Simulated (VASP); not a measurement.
# Ba in VASP: a series of runs

Runs on Ba. Level: PBE. Tasks: single point.

Everything below comes from runs of VASP 6.6.1. Logs are shortened: lines on timing, memory, paths and dates and some standing lists are left out, and cuts for length are marked.

## 1. The cell of the first run

The cell holds a slab with vacuum, 5 atoms: a = 7.106 Å, b = 7.106 Å, c = 25.802 Å, α = 90.00°, β = 90.00°, γ = 120.00°.

## 2. Single point, PBE

INCAR

```
SYSTEM = Ba
PREC = Accurate ; ENCUT = 520
EDIFF = 1E-6 ; ISMEAR = -1
SIGMA = 0.1 ; LREAL = .False.
LASPH = .True. ; NELM = 100
ALGO = Normal ; ISIF = 2
LWAVE = .False. ; LCHARG = .False.
LDIPOL = .True. ; IDIPOL = 3
DIPOL = 0.5 0.5 0.500 ; GGA = PE
EFIELD = -0.2 ; NBANDS = 33
```

KPOINTS

```
regular mesh
0
Gamma
  6 6 1
  0 0 0
```

POSCAR

```
Ba
1.0
    7.1064158584      0.0000000000      0.0000000000
   -3.5532079292      6.1543366632      0.0000000000
    0.0000000000      0.0000000000     25.8024000000
Ba
5
Direct
    0.8333333333      0.1666666667      0.3825801834
    0.1666666667      0.8333333333      0.4557972596
    0.5000000000      0.5000000000      0.5000000033
    0.8333333333      0.1666666667      0.5442027401
    0.1666666667      0.8333333333      0.6174198136
```

Potentials or basis: VASP PAW PBE potentials, release 64 (Ba_sv).

The run is started by

```bash
$ cat potpaw_PBE.64/Ba_sv/POTCAR > POTCAR
$ mpirun -np 1 vasp_std > vasp.out
```

OUTCAR:

```text
SYSTEM = Ba
   PREC = Accurate
   ENCUT = 520
   EDIFF = 1E-6
   ISMEAR = -1
   LREAL = .False.
   LASPH = .True.
   NELM = 100
   ISIF = 2
   GGA = PE

 ion  position               nearest neighbor table
   1  0.833  0.167  0.383-   4 4.17   2 4.52   2 4.52   2 4.52
   2  0.167  0.833  0.456-   5 4.17   3 4.26   3 4.26   3 4.26   1 4.52   1 4.52   1 4.52   4 4.69
                             4 4.69   4 4.69
   3  0.500  0.500  0.500-   4 4.26   4 4.26   4 4.26   2 4.26   2 4.26   2 4.26
   4  0.833  0.167  0.544-   1 4.17   3 4.26   3 4.26   3 4.26   5 4.52   5 4.52   5 4.52   2 4.69
                             2 4.69   2 4.69
   5  0.167  0.833  0.617-   2 4.17   4 4.52   4 4.52   4 4.52

  LATTYP: Found a hexagonal cell.
 ALAT       =     7.1064158584
 C/A-ratio  =     3.6308598475

  Lattice vectors:

 A1 = (   7.1064158584,   0.0000000000,   0.0000000000)
 A2 = (  -3.5532079292,   6.1543366632,   0.0000000000)
 A3 = (   0.0000000000,   0.0000000000,  25.8024000000)

Analysis of symmetry for initial positions (statically):
=====================================================================
 Subroutine PRICEL returns:
 Original cell was already a primitive cell.

 Routine SETGRP: Setting up the symmetry group for a
 hexagonal supercell.

 Subroutine GETGRP returns: Found 12 space group operations
 (whereof  4 operations were pure point group operations)
 out of a pool of 24 trial point group operations.

The static configuration has the point symmetry C_2h.
 The point group associated with its full space group is D_3d.

Analysis of symmetry for dynamics (positions and initial velocities):
=====================================================================
 An external electric field (EFIELD) may reduce the allowed symmetry operations
 Subroutine PRICEL returns:
 Original cell was already a primitive cell.

 Routine SETGRP: Setting up the symmetry group for a
 hexagonal supercell.

 Subroutine GETGRP returns: Found  6 space group operations
 (whereof  2 operations were pure point group operations)
 out of a pool of 24 trial point group operations.

The dynamic configuration has the point symmetry C_1h.
 The point group associated with its full space group is C_3v.

 Subroutine INISYM returns: Found  6 space group operations
 (whereof  2 operations are pure point group operations),
 and found     1 'primitive' translations

----------------------------------------------------------------------------------------

                                     Primitive cell

  volume of cell :    1128.4751

  direct lattice vectors                    reciprocal lattice vectors
     7.106415858  0.000000000  0.000000000     0.140717912  0.081243524  0.000000000
    -3.553207929  6.154336663  0.000000000     0.000000000  0.162487049  0.000000000
     0.000000000  0.000000000 25.802400000     0.000000000  0.000000000  0.038756085

  length of vectors
     7.106415858  7.106415858 25.802400000     0.162487049  0.162487049  0.038756085

  position of ions in fractional coordinates (direct lattice)
     0.833333333  0.166666667  0.382580183
     0.166666667  0.833333333  0.455797260
     0.500000000  0.500000000  0.500000003
     0.833333333  0.166666667  0.544202740
     0.166666667  0.833333333  0.617419814

  ion indices of the primitive-cell ions
   primitive index   ion index
                 1           1
                 2           2
                 3           3
                 4           4
                 5           5

----------------------------------------------------------------------------------------

 KPOINTS: regular mesh

Automatic generation of k-mesh.
 Grid dimensions read from file:
 generate k-points for:    6    6    1

 Generating k-lattice:

  Cartesian coordinates                     Fractional coordinates (reciprocal lattice)
     0.023452985  0.013540587  0.000000000     0.166666667  0.000000000  0.000000000
     0.000000000  0.027081175  0.000000000     0.000000000  0.166666667  0.000000000
     0.000000000  0.000000000  0.038756085     0.000000000  0.000000000  1.000000000

  Length of vectors
     0.027081175  0.027081175  0.038756085

  Shift w.r.t. Gamma in fractional coordinates (k-lattice)
     0.000000000  0.000000000  0.000000000

 Subroutine IBZKPT returns following result:
 ===========================================

 Found      7 irreducible k-points:

 Following reciprocal coordinates:
            Coordinates               Weight
  0.000000  0.000000  0.000000      1.000000
  0.166667  0.000000  0.000000      6.000000
  0.333333  0.000000  0.000000      6.000000
  0.500000  0.000000  0.000000      3.000000
  0.166667  0.166667  0.000000      6.000000
  0.333333  0.166667  0.000000     12.000000
  0.333333  0.333333  0.000000      2.000000
   k-points           NKPTS =      7   k-points in BZ     NKDIM =      7   number of bands    NBANDS=     33
   number of dos      NEDOS =    301   number of ions     NIONS =      5
   total plane-waves  NPLWV = 559872
   dimension x,y,z NGX =    54 NGY =   54 NGZ =  192
   dimension x,y,z NGXF=   108 NGYF=  108 NGZF=  384
   ions per type =               5
   NGX,Y,Z   is equivalent  to a cutoff of  12.63, 12.63, 12.37 a.u.
   NGXF,Y,Z  is equivalent  to a cutoff of  25.27, 25.27, 24.74 a.u.
 SYSTEM =  Ba
   PREC   = accura    normal or accurate (medium, high low for compatibility)
   ISTART =      0    job   : 0-new  1-cont  2-samecut
   ICHARG =      2    charge: 1-file 2-atom 10-const
   ISPIN  =      1    spin polarized calculation?
   LNONCOLLINEAR =      F non collinear calculations
   LSORBIT =      F    spin-orbit coupling
   LASPH  =      T    aspherical Exc in radial PAW
   ENCUT  =  520.0 eV  38.22 Ry    6.18 a.u.  13.21 13.21 47.98*2*pi/ulx,y,z
   NELM   =    100;   NELMIN=  2; NELMDL= -5     # of ELM steps
   EDIFF  = 0.1E-05   stopping-criterion for ELM
   LREAL  =      F    real-space projection
   EDIFFG = 0.1E-04   stopping-criterion for IOM
   NSW    =      0    number of steps for IOM
   IBRION =     -1    ionic relax: 0-MD 1-quasi-New 2-CG
   NFREE  =      0    steps in history (QN), initial steepest desc. (CG)
   ISIF   =      2    stress and relaxation
   ISYM   =      2    0-nonsym 1-usesym 2-fastsym
   POTIM  = 0.5000    time-step for ionic-motion
   TEBEG  =    0.0;   TEEND  =   0.0 temperature during run
   PSTRESS=    0.0 pullay stress
   NELECT =      50.0000    total number of electrons
   NUPDOWN=      -1.0000    fix difference up-down
   EMIN   =  10.00;   EMAX   =-10.00  energy-range for DOS
   EFERMI =   0.00;   METHOD = LEGACY
   ISMEAR =    -1;   SIGMA  =   0.10  broadening in eV -4-tet -1-fermi 0-gaus
   EFERMI_NEDOS =   21; number of points for ismear=-14 and -15
   IALGO  =     38    algorithm
   IMIX   =      4    mixing-type and parameters
     AMIX     =   0.40;   BMIX     =  1.00
     AMIX_MAG =   1.60;   BMIX_MAG =  1.00
  volume/ion in A,a.u.               =     225.70      1523.07
  Fermi-wavevector in a.u.,A,eV,Ry     =   0.579296  1.094711  4.565902  0.335584
  Thomas-Fermi vector in A             =   1.622947
   LORBIT       =      0    0 simple, 1 ext, 2 COOP (PROOUT), +10 PAW based schemes
   GGA     = PE    functional components
   LHFCALC =     F    Hartree Fock is set to
   AEXX    =    0.0000 exact exchange contribution
   IVDW    =     0    specifies the selected vdW correction
   LEPSILON=     F    determine dielectric tensor
   LRPA    =     F    only Hartree local field effects (RPA)
 non-spin polarized calculation
  energy-cutoff  :      520.00
  volume of cell :     1128.48
 maximum number of plane-waves:     30429
 NGX is ok and might be reduce to    54
   NGX = 27   NGY = 27   NGZ = 95

 dipolmoment           0.000000      0.000000      0.000000 electrons x Angstroem

 number of electron      49.9999992 magnetization

 dipolmoment           0.000000      0.000000     -0.528803 electrons x Angstroem

 Free energy of the ion-electron system (eV)
  ---------------------------------------------------
  ext. energy  EPLUGINS =         0.00000000
  ---------------------------------------------------
  free energy    TOTEN  =        -7.64538967 eV

  energy without entropy =       -7.34742875  energy(sigma->0) =       -7.49640921

 E-fermi :  -1.1645     XC(G=0):  -2.8726

 val. band max:       -1.1918802133   @ k =   0.1667   0.1667   0.0000
 cond. band min:      -1.1051416746   @ k =   0.1667   0.1667   0.0000
 fundamental gap:      0.0867385387
 Fermi energy:        -1.1645063220

 k-point     1 :       0.0000    0.0000    0.0000
  band No.  band energies     occupation
      1     -30.9789      2.00000
      2     -30.9589      2.00000
      3     -30.1199      2.00000
      4     -30.0916      2.00000
      5     -30.0667      2.00000
      6     -16.1430      2.00000
[... 25 lines left out ...]
     32      -0.5056      0.00275
     33      -0.4485      0.00155

 k-point     2 :       0.1667    0.0000    0.0000
  band No.  band energies     occupation
      1     -30.9788      2.00000
      2     -30.9589      2.00000
      3     -30.1167      2.00000
      4     -30.0922      2.00000
      5     -30.0693      2.00000
      6     -16.1436      2.00000
[... 25 lines left out ...]
     32      -0.3792      0.00078
     33      -0.3171      0.00042

 k-point     3 :       0.3333    0.0000    0.0000
  band No.  band energies     occupation
      1     -30.9788      2.00000
      2     -30.9588      2.00000
      3     -30.1086      2.00000
      4     -30.0940      2.00000
      5     -30.0758      2.00000
      6     -16.1449      2.00000
[... 25 lines left out ...]
     32      -0.2170      0.00015
     33      -0.1537      0.00008

 k-point     4 :       0.5000    0.0000    0.0000
  band No.  band energies     occupation
      1     -30.9788      2.00000
      2     -30.9588      2.00000
      3     -30.1007      2.00000
      4     -30.0976      2.00000
      5     -30.0802      2.00000
      6     -16.1456      2.00000
[... 25 lines left out ...]
     32      -0.2264      0.00017
     33      -0.1863      0.00011

 k-point     5 :       0.1667    0.1667    0.0000
  band No.  band energies     occupation
      1     -30.9788      2.00000
      2     -30.9588      2.00000
      3     -30.1110      2.00000
      4     -30.0933      2.00000
      5     -30.0741      2.00000
      6     -16.1446      2.00000
[... 25 lines left out ...]
     32      -0.2777      0.00028
     33      -0.2126      0.00015

 k-point     6 :       0.3333    0.1667    0.0000
  band No.  band energies     occupation
      1     -30.9788      2.00000
      2     -30.9588      2.00000
      3     -30.1024      2.00000
      4     -30.0954      2.00000
      5     -30.0807      2.00000
      6     -16.1456      2.00000
[... 25 lines left out ...]
     32      -0.1818      0.00011
     33      -0.1407      0.00007

 k-point     7 :       0.3333    0.3333    0.0000
  band No.  band energies     occupation
      1     -30.9788      2.00000
      2     -30.9588      2.00000
      3     -30.0983      2.00000
      4     -30.0952      2.00000
      5     -30.0850      2.00000
      6     -16.1461      2.00000
[... 25 lines left out ...]
     32      -0.2371      0.00019
     33      -0.2357      0.00019

------------------------ aborting loop because EDIFF is reached ----------------------------------------

 vacuum level on the upper side and lower side of the slab       (xc-potential included)         1.324        -1.607

  FORCE on cell =-STRESS in cart. coord.  units (eV):
  Direction    XX          YY          ZZ          XY          YZ          ZX
  --------------------------------------------------------------------------------------
  -------------------------------------------------------------------------------------
  Total       -1.1407906     -1.1407906      0.0797110      0.0000000      0.0000000      0.0000000
  in kB       -1.6196626     -1.6196626      0.1131715      0.0000000      0.0000000      0.0000000
  external PRESSURE =      -1.0420512 kB  Pullay stress =       0.0000000 kB

 VOLUME and BASIS-vectors are now :
 -----------------------------------------------------------------------------
  energy-cutoff  :      520.00
  volume of cell :     1128.48
      direct lattice vectors                 reciprocal lattice vectors
     7.106415858  0.000000000  0.000000000     0.140717912  0.081243524  0.000000000
    -3.553207929  6.154336663  0.000000000     0.000000000  0.162487049  0.000000000
     0.000000000  0.000000000 25.802400000     0.000000000  0.000000000  0.038756085

 POSITION                                       TOTAL-FORCE (eV/Angst)
 -----------------------------------------------------------------------------------
      5.32981      1.02572      9.87149        -0.000000      0.000000     -0.010080
     -1.77660      5.12861     11.76066         0.000000     -0.000000     -0.026233
      1.77660      3.07717     12.90120        -0.000000      0.000000     -0.003581
      5.32981      1.02572     14.04174        -0.000000      0.000000      0.007391
     -1.77660      5.12861     15.93091         0.000000     -0.000000      0.032503
 -----------------------------------------------------------------------------------
    total drift:                               -0.000001      0.000001      0.000118

  FREE ENERGIE OF THE ION-ELECTRON SYSTEM (eV)
  ---------------------------------------------------
  free  energy   TOTEN  =        -7.6453896651 eV

  energy  without entropy=       -7.3474287503  energy(sigma->0) =       -7.49640921

 vacuum level on the upper side and lower side of the slab         2.548        -0.348
```

Run time: 11 min. Hardware: 1 thread of Intel Xeon Platinum 8375C at 2.90GHz (Ice Lake), shared host; peak memory 1 GiB.

What came out:

- Free energy: -7.6454 eV
- Largest force: 0.033 eV/Å
- Band gap on the k mesh: 0.09 eV, direct

Forces in eV/Å, atoms in the order of the input:
```
Ba   0.000  0.000 -0.010
Ba   0.000  0.000 -0.026
Ba   0.000  0.000 -0.004
Ba   0.000  0.000  0.007
Ba   0.000  0.000  0.033
```

Caveat: spin-orbit coupling is left out, which moves the levels of the heavy elements.

[end of part 1 of 2]
